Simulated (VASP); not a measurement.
Crystal: BN.

```xyz
2
Lattice="0.0000 1.8075 1.8075 1.8075 0.0000 1.8075 1.8075 1.8075 0.0000" Properties=species:S:1:pos:R:3 pbc="T T T"
B     0.0000    0.0000    0.0000
N     2.7112    2.7112    2.7112
```

Base run:

- Program: VASP 6.6.1
- Functional: PBE
- Potentials or basis: VASP PAW PBE potentials, release 64 (B, N)
- Cutoff: 520 eV
- k mesh: 12 × 12 × 12
- Occupations: gaussian, width 0.05 eV
- Spin: no spin polarisation

Its results: band gap on the k mesh 4.46 eV, indirect (least direct gap 8.82 eV); pressure 3.3 GPa.

Q: The run is repeated on the same cell with these changes: functional from PBE to BLYP; cutoff from 520 eV to 600 eV. What comes out?

A: Band gap on the k mesh 4.88 eV, indirect (least direct gap 8.94 eV); pressure 9.5 GPa.

BLYP binds less tightly than PBE, so the same cell stands under more pressure.

Caveats: the PAW data sets were made with another functional, which shifts forces and pressure a little (some runs).

A k mesh can miss the band edges.
